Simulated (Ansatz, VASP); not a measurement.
One calculation of InSb, two programs

```
CELL_PARAMETERS angstrom
0.00000 3.17354 3.17354
3.17354 0.00000 3.17354
3.17354 3.17354 0.00000
ATOMIC_POSITIONS crystal
In 0.00000 0.00000 0.00000
Sb 0.75000 0.75000 0.75000
```

Change from the starting cell: volume scaled by 0.9405.

Alike in both runs: task single point; functional PBE; k mesh 10 × 10 × 10; occupations fermi-dirac, width 0.03 eV; no spin polarisation.

```csv
,VASP,Ansatz
version,VASP 6.6.1,Ansatz 0.2.0
potentials or method,"VASP PAW PBE potentials, release 64 (In_d, Sb), cutoff 520 eV","all-electron LAPW, scalar-relativistic"
```

|  | VASP | Ansatz | Ansatz less VASP |
| --- | --- | --- | --- |
| pressure (GPa) | 6.7 | 6.7 | +0.04 |

Ansatz ran all-electron here, and VASP with PAW potentials.

Neither program's run includes spin-orbit coupling.
